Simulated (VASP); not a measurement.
# Si2W (I4/mmm) in VASP: a series of runs

Aim: see how the results for Si2W move with the level of theory and the settings. Levels: PBE+U, BLYP+D3(BJ), BLYP+D4, PBEsol. Tasks: single point, relaxation of cell and atoms.

Everything below comes from runs of VASP 6.6.1. Logs are shortened: lines on timing, memory, paths and dates and some standing lists are left out, and cuts for length are marked.

## Step 1: The cell of the first run

The structure is tetragonal, space group I4/mmm (No. 139). Conventional cell: a = 3.214 Å, b = 3.214 Å, c = 7.830 Å, α = 90.00°, β = 90.00°, γ = 90.00°. W (site symmetry 4/mmm) has 10 Si at 2.62 Å and 4 W at 3.21 Å within 3.4 Å. Si (site symmetry 4mm) has 9 Si at 2.59 to 3.21 Å and 5 W at 2.62 Å within 3.4 Å.

## Step 2: Single point, PBE+U

INCAR

```
PREC = Accurate
ENCUT = 520
EDIFF = 1E-6
ISMEAR = -1
SIGMA = 0.05
LREAL = False
LASPH = True
NELM = 150
ALGO = Normal
ISIF = 2
LWAVE = False
LCHARG = False
LMAXMIX = 4
LDAU = True
LDAUTYPE = 2
LDAUL = 2 -1
LDAUU = 4 0
LDAUJ = 0 0
LDAUPRINT = 1
GGA = PE
NBANDS = 18
```

KPOINTS

```
Automatic mesh
0
Gamma
  12 12 12
```

POSCAR

```
Si2W
1.0
   -1.6069000000      1.6069000000      3.9149500000
    1.6069000000     -1.6069000000      3.9149500000
    1.6069000000      1.6069000000     -3.9149500000
W Si
1 2
Direct
    0.0000000000      0.0000000000      0.0000000000
    0.6653000000      0.6653000000      0.0000000000
    0.3347000000      0.3347000000      0.0000000000
```

Potentials or basis: VASP PAW PBE potentials, release 64 (W_sv, Si).

On the command line:

```console
$ cat potpaw_PBE.64/W_sv/POTCAR potpaw_PBE.64/Si/POTCAR > POTCAR
$ mpirun -np 1 vasp_std > vasp.out
```

OUTCAR:

```text
PREC = Accurate
   ENCUT = 520
   EDIFF = 1E-6
   ISMEAR = -1
   LREAL = False
   LASPH = True
   NELM = 150
   ISIF = 2
   GGA = PE

 ion  position               nearest neighbor table
   1  0.000  0.000  0.000-   2 2.62   2 2.62   2 2.62   3 2.62   2 2.62   3 2.62   3 2.62   3 2.62
                             2 2.62   3 2.62
   2  0.665  0.665  0.000-   3 2.59   1 2.62   1 2.62   1 2.62   1 2.62   1 2.62   3 2.63   3 2.63
                             3 2.63   3 2.63
   3  0.335  0.335  0.000-   2 2.59   1 2.62   1 2.62   1 2.62   1 2.62   1 2.62   2 2.63   2 2.63
                             2 2.63   2 2.63

  LATTYP: Found a body centered tetragonal cell.
 ALAT       =     3.2138000000
 C/A-ratio  =     2.4363370465

  Lattice vectors:

 A1 = (  -1.6069000000,   1.6069000000,   3.9149500000)
 A2 = (   1.6069000000,  -1.6069000000,   3.9149500000)
 A3 = (   1.6069000000,   1.6069000000,  -3.9149500000)

Analysis of symmetry for initial positions (statically):
=====================================================================
 Subroutine PRICEL returns:
 Original cell was already a primitive cell.

 Routine SETGRP: Setting up the symmetry group for a
 body centered tetragonal supercell.

 Subroutine GETGRP returns: Found 16 space group operations
 (whereof 16 operations were pure point group operations)
 out of a pool of 16 trial point group operations.

The static configuration has the point symmetry D_4h.

Analysis of symmetry for dynamics (positions and initial velocities):
=====================================================================
 Subroutine PRICEL returns:
 Original cell was already a primitive cell.

 Routine SETGRP: Setting up the symmetry group for a
 body centered tetragonal supercell.

 Subroutine GETGRP returns: Found 16 space group operations
 (whereof 16 operations were pure point group operations)
 out of a pool of 16 trial point group operations.

The dynamic configuration has the point symmetry D_4h.

 Subroutine INISYM returns: Found 16 space group operations
 (whereof 16 operations are pure point group operations),
 and found     1 'primitive' translations

----------------------------------------------------------------------------------------

                                     Primitive cell

  volume of cell :      40.4356

  direct lattice vectors                    reciprocal lattice vectors
    -1.606900000  1.606900000  3.914950000     0.000000000  0.311158131  0.127715552
     1.606900000 -1.606900000  3.914950000     0.311158131  0.000000000  0.127715552
     1.606900000  1.606900000 -3.914950000     0.311158131  0.311158131  0.000000000

  length of vectors
     4.526708376  4.526708376  4.526708376     0.336348992  0.336348992  0.440044048

  position of ions in fractional coordinates (direct lattice)
     0.000000000  0.000000000  0.000000000
     0.665300000  0.665300000  0.000000000
     0.334700000  0.334700000  0.000000000

  ion indices of the primitive-cell ions
   primitive index   ion index
                 1           1
                 2           2
                 3           3

----------------------------------------------------------------------------------------

 KPOINTS: Automatic mesh

Automatic generation of k-mesh.
 Grid dimensions read from file:
 generate k-points for:   12   12   12

 Generating k-lattice:

  Cartesian coordinates                     Fractional coordinates (reciprocal lattice)
     0.000000000  0.025929844  0.010642963     0.083333333  0.000000000  0.000000000
     0.025929844  0.000000000  0.010642963     0.000000000  0.083333333  0.000000000
     0.025929844  0.025929844  0.000000000     0.000000000  0.000000000  0.083333333

[... 46 lines left out ...]
 SYSTEM =  unknown system
   PREC   = accura    normal or accurate (medium, high low for compatibility)
   ISTART =      0    job   : 0-new  1-cont  2-samecut
   ICHARG =      2    charge: 1-file 2-atom 10-const
   ISPIN  =      1    spin polarized calculation?
   LNONCOLLINEAR =      F non collinear calculations
   LSORBIT =      F    spin-orbit coupling
   LASPH  =      T    aspherical Exc in radial PAW
   ENCUT  =  520.0 eV  38.22 Ry    6.18 a.u.   8.42  8.42  8.42*2*pi/ulx,y,z
   NELM   =    150;   NELMIN=  2; NELMDL= -5     # of ELM steps
   EDIFF  = 0.1E-05   stopping-criterion for ELM
   LREAL  =      F    real-space projection
   EDIFFG = 0.1E-04   stopping-criterion for IOM
   NSW    =      0    number of steps for IOM
   IBRION =     -1    ionic relax: 0-MD 1-quasi-New 2-CG
   NFREE  =      0    steps in history (QN), initial steepest desc. (CG)
   ISIF   =      2    stress and relaxation
   ISYM   =      2    0-nonsym 1-usesym 2-fastsym
   POTIM  = 0.5000    time-step for ionic-motion
   TEBEG  =    0.0;   TEEND  =   0.0 temperature during run
   PSTRESS=    0.0 pullay stress
   NELECT =      22.0000    total number of electrons
   NUPDOWN=      -1.0000    fix difference up-down
   EMIN   =  10.00;   EMAX   =-10.00  energy-range for DOS
   EFERMI =   0.00;   METHOD = LEGACY
   ISMEAR =    -1;   SIGMA  =   0.05  broadening in eV -4-tet -1-fermi 0-gaus
   EFERMI_NEDOS =   21; number of points for ismear=-14 and -15
   IALGO  =     38    algorithm
   IMIX   =      4    mixing-type and parameters
     AMIX     =   0.40;   BMIX     =  1.00
     AMIX_MAG =   1.60;   BMIX_MAG =  1.00
  volume/ion in A,a.u.               =      13.48        90.96
  Fermi-wavevector in a.u.,A,eV,Ry     =   1.336476  2.525573 24.302284  1.786167
  Thomas-Fermi vector in A             =   2.465099
   LORBIT       =      0    0 simple, 1 ext, 2 COOP (PROOUT), +10 PAW based schemes
 LDA+U is selected, type is set to LDAUTYPE =  2
   angular momentum for each species LDAUL =     2   -1
   U (eV)           for each species LDAUU =   4.0  0.0
   J (eV)           for each species LDAUJ =   0.0  0.0
   GGA     = PE    functional components
   LHFCALC =     F    Hartree Fock is set to
   AEXX    =    0.0000 exact exchange contribution
   IVDW    =     0    specifies the selected vdW correction
   LEPSILON=     F    determine dielectric tensor
   LRPA    =     F    only Hartree local field effects (RPA)
 non-spin polarized calculation
  energy-cutoff  :      520.00
  volume of cell :       40.44
 maximum number of plane-waves:      1118
 NGX is ok and might be reduce to    36
   NGX = 17   NGY = 17   NGZ = 17

atom =   1  type =  1  l = 2

 onsite density matrix

spin component  1

  0.4106  0.0000  0.0000  0.0000 -0.0000
  0.0000  0.4092 -0.0000  0.0000  0.0000
  0.0000 -0.0000  0.3062  0.0000 -0.0000
  0.0000  0.0000  0.0000  0.4092  0.0000
 -0.0000  0.0000 -0.0000  0.0000  0.2436

spin component  2

  0.4106  0.0000  0.0000  0.0000 -0.0000
  0.0000  0.4092 -0.0000  0.0000  0.0000
  0.0000 -0.0000  0.3062  0.0000 -0.0000
  0.0000  0.0000  0.0000  0.4092  0.0000
 -0.0000  0.0000 -0.0000  0.0000  0.2436

 occupancies and eigenvectors

  o =  0.2436  v =  0.0000 -0.0000  0.0000  0.0000 -1.0000  0.0000  0.0000  0.0000  0.0000  0.0000      0.0000  0.0000  0.0000  0.0000  0.0000  0.0000  0.0000  0.0000  0.0000  0.0000
  o =  0.2436  v =  0.0000  0.0000  0.0000  0.0000  0.0000  0.0000 -0.0000  0.0000  0.0000 -1.0000      0.0000  0.0000  0.0000  0.0000  0.0000  0.0000  0.0000  0.0000  0.0000  0.0000
  o =  0.3062  v =  0.0000 -0.0000 -1.0000  0.0000 -0.0000  0.0000  0.0000  0.0000  0.0000  0.0000      0.0000  0.0000  0.0000  0.0000  0.0000  0.0000  0.0000  0.0000  0.0000  0.0000
  o =  0.3062  v =  0.0000  0.0000  0.0000  0.0000  0.0000  0.0000 -0.0000 -1.0000  0.0000 -0.0000      0.0000  0.0000  0.0000  0.0000  0.0000  0.0000  0.0000  0.0000  0.0000  0.0000
  o =  0.4092  v =  0.0000  0.0000  0.0000  0.0000  0.0000  0.0000 -0.0378 -0.0000 -0.9993 -0.0000      0.0000  0.0000  0.0000  0.0000  0.0000  0.0000  0.0000  0.0000  0.0000  0.0000
  o =  0.4092  v =  0.0000 -0.0378 -0.0000 -0.9993 -0.0000  0.0000  0.0000  0.0000  0.0000  0.0000      0.0000  0.0000  0.0000  0.0000  0.0000  0.0000  0.0000  0.0000  0.0000  0.0000
  o =  0.4092  v =  0.0000  0.0000  0.0000  0.0000  0.0000  0.0000  0.9993 -0.0000 -0.0378 -0.0000      0.0000  0.0000  0.0000  0.0000  0.0000  0.0000  0.0000  0.0000  0.0000  0.0000
  o =  0.4092  v =  0.0000  0.9993 -0.0000 -0.0378 -0.0000  0.0000  0.0000  0.0000  0.0000  0.0000      0.0000  0.0000  0.0000  0.0000  0.0000  0.0000  0.0000  0.0000  0.0000  0.0000
  o =  0.4106  v =  1.0000  0.0000  0.0000  0.0000  0.0000  0.0000  0.0000  0.0000  0.0000  0.0000      0.0000  0.0000  0.0000  0.0000  0.0000  0.0000  0.0000  0.0000  0.0000  0.0000
  o =  0.4106  v =  0.0000  0.0000  0.0000  0.0000  0.0000  1.0000  0.0000  0.0000  0.0000  0.0000      0.0000  0.0000  0.0000  0.0000  0.0000  0.0000  0.0000  0.0000  0.0000  0.0000

 number of electron      21.9999999 magnetization

 Free energy of the ion-electron system (eV)
  ---------------------------------------------------
  ext. energy  EPLUGINS =         0.00000000
  ---------------------------------------------------
  free energy    TOTEN  =       -20.27633397 eV

  energy without entropy =      -20.27357790  energy(sigma->0) =      -20.27495594

 E-fermi :  12.1255     XC(G=0): -12.5352

 val. band max:       12.1175639689   @ k =  -0.4167  -0.4167   0.3333
 cond. band min:      12.1589296882   @ k =   0.0833   0.0000   0.0000
 fundamental gap:      0.0413657193
 Fermi energy:        12.1254518743

 k-point     1 :       0.0000    0.0000    0.0000
  band No.  band energies     occupation
      1     -62.2244      2.00000
      2     -26.4476      2.00000
      3     -26.4442      2.00000
      4     -26.4442      2.00000
      5      -2.0787      2.00000
      6       5.2826      2.00000
[... 481 lines left out ...]
      5       1.0191      2.00000
      6       3.7307      2.00000
[... 10 lines left out ...]
     17      19.1189      0.00000
     18      20.3870      0.00000

 [... further k-points ...]

------------------------ aborting loop because EDIFF is reached ----------------------------------------

  FORCE on cell =-STRESS in cart. coord.  units (eV):
  Direction    XX          YY          ZZ          XY          YZ          ZX
  --------------------------------------------------------------------------------------
  -------------------------------------------------------------------------------------
  Total        1.8056855      1.8056855      1.8195758      0.0000000     -0.0000000     -0.0000000
  in kB       71.5465619     71.5465619     72.0969384      0.0000000     -0.0000000     -0.0000000
  external PRESSURE =      71.7300208 kB  Pullay stress =       0.0000000 kB

 VOLUME and BASIS-vectors are now :
 -----------------------------------------------------------------------------
  energy-cutoff  :      520.00
  volume of cell :       40.44
      direct lattice vectors                 reciprocal lattice vectors
    -1.606900000  1.606900000  3.914950000     0.000000000  0.311158131  0.127715552
     1.606900000 -1.606900000  3.914950000     0.311158131  0.000000000  0.127715552
     1.606900000  1.606900000 -3.914950000     0.311158131  0.311158131  0.000000000

 POSITION                                       TOTAL-FORCE (eV/Angst)
 -----------------------------------------------------------------------------------
      0.00000      0.00000      0.00000        -0.000000     -0.000000     -0.000000
      0.00000      0.00000      5.20923         0.000000      0.000000      0.035632
      0.00000      0.00000      2.62067        -0.000000     -0.000000     -0.035632
 -----------------------------------------------------------------------------------
    total drift:                               -0.000000     -0.000000      0.000000

  FREE ENERGIE OF THE ION-ELECTRON SYSTEM (eV)
  ---------------------------------------------------
  free  energy   TOTEN  =       -20.2763339704 eV

  energy  without entropy=      -20.2735779020  energy(sigma->0) =      -20.27495594
```

Run time: 3.9 min. Hardware: 1 thread of Intel Xeon 8259CL, shared host; peak memory 0.28 GiB.

What came out:

```
Free energy            : -20.2763 eV
Pressure               : 7.2 GPa
Largest force          : 0.036 eV/Å
Band gap on the k mesh : zero (bands 11 and 12 overlap by 1.30 eV)
```

Forces on the atoms (eV/Å):
```
W    0.000  0.000  0.000
Si   0.000  0.000  0.036
Si   0.000  0.000 -0.036
```

Eigenvalues of the final occupation matrices:
```csv
site,spin,trace,eigenvalues
site 1 d,1,1.78,0.24 0.31 0.41 0.41 0.41
site 1 d,2,1.78,0.24 0.31 0.41 0.41 0.41
```

Caveat: the cell stands under pressure; spin-orbit coupling is left out, which moves the levels of the heavy elements; U without spin polarisation on a metal has little footing; the U is typed as a test and isn't derived for this compound.

## Step 3: Single point, PBE+U

INCAR

```
SYSTEM = Si2W
PREC = Accurate ; ENCUT = 520
EDIFF = 1E-7 ; ISMEAR = -1
SIGMA = 0.05 ; LREAL = .False.
LASPH = .True. ; NELM = 150
ALGO = Normal ; ISIF = 2
LWAVE = .False. ; LCHARG = .False.
LMAXMIX = 4 ; LDAU = .True.
LDAUTYPE = 2 ; LDAUL = 2 -1
LDAUU = 5 0 ; LDAUJ = 0 0
LDAUPRINT = 1 ; GGA = PE
NBANDS = 18
```

KPOINTS

```
Automatic mesh
0
Gamma
  12 12 12
  0 0 0
```

POSCAR is that of step 2.

Potentials or basis: VASP PAW PBE potentials, release 64 (W_sv, Si).

On the command line:

```console
$ cat potpaw_PBE.64/W_sv/POTCAR potpaw_PBE.64/Si/POTCAR > POTCAR
$ mpirun -np 1 vasp_std > vasp.out
```

Run time: 4.8 min. Hardware: 1 thread of Intel Xeon 8259CL, shared host; peak memory 0.28 GiB.

The run converged. Its results:

```yaml
Free_energy: -19.1573 eV
Pressure: 8.2 GPa
Largest_force: 0.012 eV/Å
Band_gap_on_the_k_mesh: zero (bands 11 and 12 overlap by 1.29 eV)
```

Forces in eV/Å, atoms in the order of the input:
```
W    0.000  0.000  0.000
Si   0.000  0.000  0.012
Si   0.000  0.000 -0.012
```

Stress tensor (GPa, compression positive):
```
8.26 0.00 0.00
0.00 8.26 0.00
0.00 0.00 8.16
```

Levels at points of the mesh, in eV from the Fermi level:
| k point | band 7 | band 8 | band 9 | band 10 | band 11 | band 12 | band 13 | band 14 | band 15 | band 16 |
| --- | --- | --- | --- | --- | --- | --- | --- | --- | --- | --- |
| (0.00, 0.00, 0.00) | -3.90 | -2.92 | -2.92 | -2.89 | 0.52 | 2.59 | 2.80 | 2.87 | 2.87 | 4.87 |
| (0.50, 0.00, 0.00) | -5.81 | -5.02 | -2.90 | -2.60 | -0.51 | 2.67 | 3.26 | 3.78 | 4.44 | 4.92 |
| (0.50, 0.50, 0.00) | -6.16 | -5.61 | -5.07 | -3.34 | -2.00 | 2.63 | 3.41 | 3.70 | 3.83 | 4.09 |
| (0.50, 0.50, 0.50) | -3.48 | -2.42 | -0.98 | -0.98 | -0.57 | -0.57 | 0.70 | 4.36 | 4.87 | 6.24 |

Eigenvalues of the final occupation matrices:
| site | spin | trace | eigenvalues |
| --- | --- | --- | --- |
| site 1 d | 1 | 1.77 | 0.24 0.30 0.41 0.41 0.41 |
| site 1 d | 2 | 1.77 | 0.24 0.30 0.41 0.41 0.41 |

Caveat: the cell stands under pressure; spin-orbit coupling is left out, which moves the levels of the heavy elements; U without spin polarisation on a metal has little footing; the U is typed as a test and isn't derived for this compound.

## Step 4: Relaxation of cell and atoms, BLYP+D3(BJ)

INCAR

```
SYSTEM = Si2W
AGGAC    = 1.0          
AGGAX    = 1.0          
ALDAC    = 0.0          
ALDAX    = 1.0          
ALGO     = Normal         ! electronic algorithm
EDIFF    = 1E-6           ! SCF threshold, eV
EDIFFG   = -0.01          ! ionic threshold
ENCUT    = 600            ! plane-wave cutoff, eV
GGA      = B5             ! functional
IBRION   = 2              ! ionic algorithm
ISIF     = 3              ! what is computed and relaxed
ISMEAR   = -1             ! smearing method
IVDW     = 12             ! dispersion correction
LASPH    = .True.         ! aspherical terms in the spheres
LCHARG   = .False.        ! write CHGCAR
LREAL    = .False.        ! projectors in reciprocal space
LWAVE    = .False.        ! write WAVECAR
NELM     = 80             ! most SCF steps
NSW      = 60             ! ionic steps
PREC     = Accurate       ! precision mode
SIGMA    = 0.05           ! smearing width, eV
VDW_A1   = 0.4298       
VDW_A2   = 4.2359       
VDW_S6   = 1.0          
VDW_S8   = 2.6996
```

KPOINTS

```
k-points
0
Gamma
  12 12 12
  0 0 0
```

POSCAR is that of step 3.

On the command line:

```console
$ cat potpaw_PBE.64/W_sv/POTCAR potpaw_PBE.64/Si/POTCAR > POTCAR
$ mpirun -np 1 vasp_std > vasp.out
```

It took 3.2 min on 1 thread of Intel Xeon 6975P-C (Granite Rapids), shared host; peak memory 0.3 GiB.

Results (log left out):

- Free energy: -24.5734 eV
- Relaxed volume: 13.30 Å³/atom
- Relaxed cell: a = 4.504 Å, b = 4.504 Å, c = 4.504 Å, α = 138.37°, β = 138.37°, γ = 60.33°
- Space group after relaxing (to 0.1 Å): I4/mmm (No. 139)
- Energy gained by relaxing: 1.7 meV/atom
- Ionic steps: 5
- Pressure after relaxing: 0.0 GPa
- Largest force after relaxing: 0.004 eV/Å
- Band gap on the k mesh: zero (bands 11 and 12 overlap by 1.30 eV)
- Dispersion energy per atom: -1.343 eV

Forces on the atoms (eV/Å):
```
W    0.000  0.000  0.000
Si   0.000  0.000  0.004
Si   0.000  0.000 -0.004
```

The path:
```csv
step,energy change (eV),largest force (eV/Å),pressure (GPa),volume (Å³)
1,0.0000,0.0084,-2.96,40.44
2,0.0105,0.1000,5.48,38.99
3,-0.0051,0.0299,-0.01,39.90
4,-0.0051,0.0308,0.02,39.89
5,-0.0052,0.0045,0.01,39.89
```

Final structure:
```yaml
crystal:
  lattice:
    - [-1.60026, 1.60026, 3.89385]
    - [1.60026, -1.60026, 3.89385]
    - [1.60026, 1.60026, -3.89385]
  atoms:
    - { symbol: W, position: [0.00000, 0.00000, 0.00000] }
    - { symbol: Si, position: [0.66545, 0.66545, 0.00000] }
    - { symbol: Si, position: [0.33455, 0.33455, 0.00000] }
```

Levels at points of the mesh, in eV from the Fermi level:
```
           k point  band 9  band 10  band 11  band 12  band 13  band 14
(0.00, 0.00, 0.00)   -2.90    -2.90     0.57     2.75     3.14     3.14
(0.50, 0.00, 0.00)   -2.85    -2.78    -0.46     2.71     2.78     4.04
(0.50, 0.50, 0.00)   -5.02    -3.26    -1.56     2.83     2.97     3.16
(0.50, 0.50, 0.50)   -0.84    -0.84    -0.54    -0.54     0.75     4.51
```

Caveat: the PAW data sets were made with another functional, which shifts forces and pressure a little; spin-orbit coupling is left out, which moves the levels of the heavy elements.

(Continued in part 2 of 2.)
